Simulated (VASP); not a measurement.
MgH2 (fluorite type):

```
Mg H
1.0
     0.00000    2.55533    2.55533
     2.55533    0.00000    2.55533
     2.55533    2.55533    0.00000
Mg H
1 2
Cartesian
  0.0000 0.0000 0.0000
  1.2777 1.2777 1.2777
  3.8330 3.8330 3.8330
```

- Program: VASP 6.6.1
- Task: relaxation of cell and atoms
- Functional: PBE
- Potentials or basis: VASP PAW PBE potentials, release 64 (Mg, H)
- Cutoff: 600 eV
- k mesh: 14 × 14 × 14
- Occupations: fermi-dirac, width 0.05 eV
- Spin: no spin polarisation

At the start: pressure -9.0 GPa; volume 11.12 Å³/atom.

**Question.** Where does the relaxation end?

**Answer.** Over 5 steps the energy falls by 72.2 meV/atom and the volume is 8.94 Å³/atom (-19.6 %); space group Fm-3m (No. 225, to 0.05 Å).

The path:
```
step  energy change (eV)  largest force (eV/Å)  pressure (GPa)  volume (Å³)
   1              0.0000                0.0000           -8.98        33.37
   2             -0.1400                0.0000           -6.13        30.45
   3             -0.2131                0.0000           -1.55        27.54
   4             -0.2167                0.0000            0.20        26.71
   5             -0.2167                0.0000           -0.07        26.83
```

Final structure:
```
Mg H
1.0
     0.00000    2.37613    2.37613
     2.37613    0.00000    2.37613
     2.37613    2.37613    0.00000
Mg H
1 2
Direct
  0.00000 0.00000 0.00000
  0.25000 0.25000 0.25000
  0.75000 0.75000 0.75000
```

Caveat: the volume moved by over 15 % at a fixed basis, so the end points are rough.
